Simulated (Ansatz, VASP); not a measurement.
# One calculation of Cu, two programs

The input INCAR:

```
SYSTEM = Cu
  PREC = Accurate
  ENCUT = 520
  EDIFF = 1E-6
  ISMEAR = -1
  SIGMA = 0.03
  LREAL = .False.
  LASPH = .True.
  NELM = 100
  ALGO = Normal
  ISIF = 2
  LWAVE = .False.
  LCHARG = .False.
  GGA = PS
  NBANDS = 12
```

Contents of KPOINTS:

```
regular mesh
0
Gamma
  17 17 17
  0 0 0
```

File POSCAR:

```
Cu
1.0
    0.0000000000      1.7706018915      1.7706018915
    1.7706018915      0.0000000000      1.7706018915
    1.7706018915      1.7706018915      0.0000000000
Cu
1
Direct
    0.0000000000      0.0000000000      0.0000000000
```

Input for Ansatz:

```yaml
crystal:
  lattice:
    - [0.0, 1.7706018915, 1.7706018915]
    - [1.7706018915, 0.0, 1.7706018915]
    - [1.7706018915, 1.7706018915, 0.0]
  atoms:
    - { symbol: Cu, position: [0.0, 0.0, 0.0] }
kpoints:
  mp_grid: { grid: [17, 17, 17] }
  band_path:
    path:
      - [0.0, 0.0, 0.0]
      - [0.5, 0.0, 0.5]
      - [0.625, 0.25, 0.625]
      - [0.375, 0.375, 0.75]
      - [0.0, 0.0, 0.0]
      - [0.5, 0.5, 0.5]
      - [0.5, 0.25, 0.75]
      - [0.5, 0.0, 0.5]
    npoints: 5
scf:
  occupations: { method: fermi_dirac, width: 0.03 }
hamiltonian:
  xc: pbesol
  pseudopotentials: { kind: all_electron, lapw: { basis_error: 0.00025 } }
output:
  forces: true
  stress: true
  eigenvalues: true
```

Change from the starting cell: volume scaled by 0.94.

Alike in both runs: task single point; functional PBEsol; k mesh 17 × 17 × 17; occupations fermi-dirac, width 0.03 eV; no spin polarisation.

```csv
,VASP,Ansatz
version,VASP 6.6.1,Ansatz 0.2.0
potentials or method,"VASP PAW PBE potentials, release 64 (Cu), cutoff 520 eV","all-electron LAPW, scalar-relativistic"
```

Ansatz gave:

- pressure (GPa): 3.1

Question: What did VASP give for the same quantities?

Answer: Pressure (GPa): 3.9.

VASP's potentials were made for PBE, not for PBEsol. Ansatz ran all-electron here, and VASP with PAW potentials.
